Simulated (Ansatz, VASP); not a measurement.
**Zr6Al2Si in VASP and in Ansatz**

The input INCAR:

```
PREC = Accurate
ENCUT = 520
EDIFF = 1E-7
ISMEAR = -1
SIGMA = 0.1
LREAL = False
LASPH = True
NELM = 80
ALGO = Normal
ISIF = 2
LWAVE = False
LCHARG = False
GGA = PE
NBANDS = 51
```

Contents of KPOINTS:

```
Automatic mesh
0
Gamma
  5 5 10
```

File POSCAR:

```
Zr6Al2Si
1.0
    8.0861110000      0.0000000000      0.0000000000
   -4.0430550000      7.0027800000      0.0000000000
    0.0000000000      0.0000000000      3.4304740000
Zr Al Si
6 2 1
Direct
    0.2531000000      0.0000000000      0.5000000000
    0.7469000000      0.7469000000      0.5000000000
    0.0000000000      0.2531000000      0.5000000000
    0.6035000000      0.0000000000      0.0000000000
    0.3965000000      0.3965000000      0.0000000000
    0.0000000000      0.6035000000      0.0000000000
    0.3333000000      0.6667000000      0.5000000000
    0.6667000000      0.3333000000      0.5000000000
    0.0000000000      0.0000000000      0.0000000000
```

Input for Ansatz:

```yaml
crystal:
  lattice:
    - [8.086111, 0.0, 0.0]
    - [-4.043055, 7.00278, 0.0]
    - [0.0, 0.0, 3.430474]
  atoms:
    - { symbol: Zr, position: [0.2531, 0.0, 0.5] }
    - { symbol: Zr, position: [0.7469, 0.7469, 0.5] }
    - { symbol: Zr, position: [0.0, 0.2531, 0.5] }
    - { symbol: Al, position: [0.3333, 0.6667, 0.5] }
    - { symbol: Al, position: [0.6667, 0.3333, 0.5] }
    - { symbol: Si, position: [0.0, 0.0, 0.0] }
    - { symbol: Zr, position: [0.6035, 0.0, 0.0] }
    - { symbol: Zr, position: [0.3965, 0.3965, 0.0] }
    - { symbol: Zr, position: [0.0, 0.6035, 0.0] }
  symmetry: { tolerance: 0.0003 }
kpoints:
  mp_grid: { grid: [5, 5, 10], shift: [0, 0, 0] }
  band_path:
    path:
      - [0.0, 0.0, 0.0]
      - [0.5, 1.2e-07, 0.0]
      - [0.33333333, 0.33333345, 0.0]
      - [0.0, 0.0, 0.0]
      - [0.0, 0.0, 0.5]
      - [0.5, 1.2e-07, 0.5]
      - [0.33333333, 0.33333345, 0.5]
      - [0.0, 0.0, 0.5]
      - [0.5, 1.2e-07, 0.5]
      - [0.5, 1.2e-07, 0.0]
      - [0.33333333, 0.33333345, 0.5]
    npoints: 6
magnetization:
  spin_polarized: false
scf:
  occupations: { method: fermi_dirac }
  lower_state_search: "off"
  max_iter: 200
hamiltonian:
  pseudopotentials: { kind: paw }
  xc: pbe
basis:
  ecutwfc: 420
  fft_grid_basis: typed
output:
  forces: true
  stress: true
  eigenvalues: true
  bader: true
  populations: true
  elf: true
  write_potential: true
  volumetric_format: npy
  dos:
    e_range: [-12, 8]
    de: 0.05
    projected: { site_lists: { Al: [Al], Si: [Si], Zr: [Zr] } }
checkpoint:
  read: saved_state
```

Alike in both runs: task single point; functional PBE; k mesh 5 × 5 × 10; no spin polarisation.

```csv
,VASP,Ansatz
version,VASP 6.6.1,Ansatz 0.2.0
potentials or method,"VASP PAW PBE potentials, release 64 (Zr_sv, Al, Si), cutoff 520 eV",PAW plane waves
occupations,"fermi-dirac, width 0.1 eV",fermi-dirac
valence electrons in the cell,82,82
```

|  | VASP | Ansatz | Ansatz less VASP |
| --- | --- | --- | --- |
| pressure (GPa) | -2.9 | -2.9 | -0.02 |
| rms of the force components (eV/Å) | 0.279 | 0.279 | -0.0008 |

Ansatz's warnings: structure snapped to symmetry.
